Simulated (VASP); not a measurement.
Write the native input for VASP 6.6.1 that does the following.

```yaml
Task: single point
Functional: PBE
Potentials_or_basis: VASP PAW PBE potentials, release 64 (Co)
Cutoff: 600 eV
k_mesh: 6 × 6 × 2
Occupations: fermi-dirac, width 0.1 eV
Spin: collinear spin, ferromagnetic start
Starting_moments: "[3.2, 3.2, 3.2, 3.2] μB"
Dipole_correction: no
Further_INCAR_settings: ALGO = Normal; EDIFF = 1e-06; NBANDS = 30
```

The structure of Co lies in POSCAR:

```
Co
1.0
    2.4705620000      0.0000000000      0.0000000000
   -1.2352810000      2.1395694536      0.0000000000
    0.0000000000      0.0000000000      8.0882340000
Co
4
Direct
    0.0000000000      0.0000000000      0.0000000000
    0.0000000000      0.0000000000      0.5000000000
    0.3333333333      0.6666666667      0.2500000000
    0.6666666667      0.3333333333      0.7500000000
```

These files were run (other wordings do the same):

INCAR

```
SYSTEM = Co
PREC     = Accurate       ! precision mode
ENCUT    = 600            ! plane-wave cutoff, eV
EDIFF    = 1E-6           ! SCF threshold, eV
ISMEAR   = -1             ! smearing method
SIGMA    = 0.1            ! smearing width, eV
LREAL    = .False.        ! projectors in reciprocal space
LASPH    = .True.         ! aspherical terms in the spheres
NELM     = 200            ! most SCF steps
ALGO     = Normal         ! electronic algorithm
ISIF     = 2              ! what is computed and relaxed
LWAVE    = .False.        ! write WAVECAR
LCHARG   = .True.         ! write CHGCAR
ISPIN    = 2              ! spin polarisation
MAGMOM   = 3.2 3.2 3.2 3.2 ! initial moments
LORBIT   = 11             ! projections on sites
LMAXMIX  = 4              ! l up to which the mixer works
GGA      = PE             ! functional
LELF     = .True.         ! ELF
LVHAR    = .True.       
NBANDS   = 30             ! bands
GGA_COMPAT= .False.
```

KPOINTS

```
regular mesh
0
Gamma
  6 6 2
  0 0 0
```

Potentials or basis: VASP PAW PBE potentials, release 64 (Co).

Command:

```console
$ cat potpaw_PBE.64/Co/POTCAR > POTCAR
$ mpirun -np 1 vasp_std > vasp.out
```

Results of the run:

```
Pressure                                              : 2.9 GPa
Net moment                                            : 6.45 μB per cell
Site moments                                          : Co +1.62, +1.64 (each value once) μB
Valence electrons inside the program's atomic spheres : Co 8.30
```

Caveat: the k points lie up to 0.49 Å⁻¹ apart.

Run time: 35 s on 1 thread of Intel(R) Xeon(R) 6975P-C (Granite Rapids) (shared host), peak memory 0.19 GiB.
